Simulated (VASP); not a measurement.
Set up this calculation in VASP 6.6.1, as the native input.

```yaml
Task: single point
Functional: r2SCAN
Potentials_or_basis: VASP PAW PBE potentials, release 64 (K_sv, F)
Cutoff: 520 eV
k_mesh: 8 × 8 × 8
Occupations: gaussian, width 0.05 eV
Spin: no spin polarisation
Dipole_correction: no
Further_INCAR_settings: ALGO = Normal; EDIFF = 1e-06; NBANDS = 15
```

Crystal: KF.

```xyz
2
Lattice="0.0000 2.6067 2.8072 2.6067 0.0000 2.8072 2.6067 2.6067 0.0000" Properties=species:S:1:pos:R:3 pbc="T T T"
K     0.0000    0.0000    0.0000
F     2.6067    2.6067    2.8072
```

This cell differs from its parent crystal: strain -0.025 along x and y, +0.050 along z.

One way to write it, as run:

POSCAR

```
KF
1.0
    0.0000000000      2.6066625000      2.8071750000
    2.6066625000      0.0000000000      2.8071750000
    2.6066625000      2.6066625000      0.0000000000
K F
1 1
Direct
    0.0000000000      0.0000000000      0.0000000000
    0.5000000000      0.5000000000      0.5000000000
```

INCAR.step1

```
SYSTEM = KF
PREC     = Accurate       ! precision mode
ENCUT    = 520            ! plane-wave cutoff, eV
ISMEAR   = 0              ! smearing method
SIGMA    = 0.05           ! smearing width, eV
LREAL    = .FALSE.        ! projectors in reciprocal space
LASPH    = .TRUE.         ! aspherical terms in the spheres
NELM     = 80             ! most SCF steps
NBANDS   = 15             ! bands
GGA      = PE             ! functional
ALGO     = Normal         ! electronic algorithm
EDIFF    = 1E-4           ! SCF threshold, eV
LWAVE    = .TRUE.         ! write WAVECAR
LCHARG   = .FALSE.        ! write CHGCAR
```

INCAR.step2

```
SYSTEM = KF
PREC     = Accurate       ! precision mode
ENCUT    = 520            ! plane-wave cutoff, eV
EDIFF    = 1E-6           ! SCF threshold, eV
ISMEAR   = 0              ! smearing method
SIGMA    = 0.05           ! smearing width, eV
LREAL    = .FALSE.        ! projectors in reciprocal space
LASPH    = .TRUE.         ! aspherical terms in the spheres
NELM     = 80             ! most SCF steps
ALGO     = Normal         ! electronic algorithm
ISIF     = 2              ! what is computed and relaxed
LWAVE    = .FALSE.        ! write WAVECAR
LCHARG   = .TRUE.         ! write CHGCAR
METAGGA  = R2SCAN         ! meta-GGA
LMIXTAU  = .TRUE.       
LELF     = .TRUE.         ! ELF
LVHAR    = .TRUE.       
NBANDS   = 15             ! bands
ISTART   = 1
```

KPOINTS

```
Automatic mesh
0
G
  8 8 8
  0 0 0
```

Potentials or basis: VASP PAW PBE potentials, release 64 (K_sv, F).

Launch:

```console
$ cat potpaw_PBE.64/K_sv/POTCAR potpaw_PBE.64/F/POTCAR > POTCAR
$ cp INCAR.step1 INCAR
$ mpirun -np 1 vasp_std > vasp.out
$ cp INCAR.step2 INCAR
$ mpirun -np 1 vasp_std > vasp.out
```

It gave:

The pressure is 0.0 GPa and the band gap on the k mesh is 6.76 eV.

Caveat: the cell differs from its parent crystal (strain -0.025 along x and y, +0.050 along z); the PAW data sets were made with another functional, which shifts forces and pressure a little.

Wall time 2.7 min on 1 thread of Intel Xeon 8259CL, on a shared host, peak memory 0.18 GiB.
